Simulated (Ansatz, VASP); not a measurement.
# One calculation of TiSi4Mo, two programs

```
CELL_PARAMETERS angstrom
3.67319 0.00000 0.00000
0.00000 1.81858 6.96406
0.00000 -1.81858 6.96406
ATOMIC_POSITIONS crystal
Ti 0.50000 0.10312 0.10312
Si 0.50000 0.44175 0.44175
Si 0.00000 0.55825 0.55825
Si 0.50000 0.75031 0.75031
Si 0.00000 0.24969 0.24969
Mo 0.00000 0.89688 0.89688
```

Alike in both runs: task relaxation of cell and atoms; functional PBE; k mesh 6 × 6 × 6; occupations gaussian, width 0.1 eV; no spin polarisation.

|  | VASP | Ansatz |
| --- | --- | --- |
| version | VASP 6.6.1 | Ansatz 0.2.0 |
| potentials or method | VASP PAW PBE potentials, release 64 (Ti_sv, Si, Mo_sv), cutoff 600 eV | scalar-relativistic, plane waves, PAW |
| valence electrons in the cell | 42 | 42 |

Ansatz gave:

```
gap on the k mesh at the Fermi level, each at its own relaxed structure (eV)  : none
relaxed volume (Å³/atom)                                                      : 14.24
relaxed length of the cell vector where the two differ most in proportion (Å) : 7.020
```

Q: Which values does VASP return?

A: gap on the k mesh at the Fermi level, each at its own relaxed structure (eV): none; relaxed volume (Å³/atom): 14.25; relaxed length of the cell vector where the two differ most in proportion (Å): 7.035.

A gap of «none» marks a metal or a gap that the smearing closes.
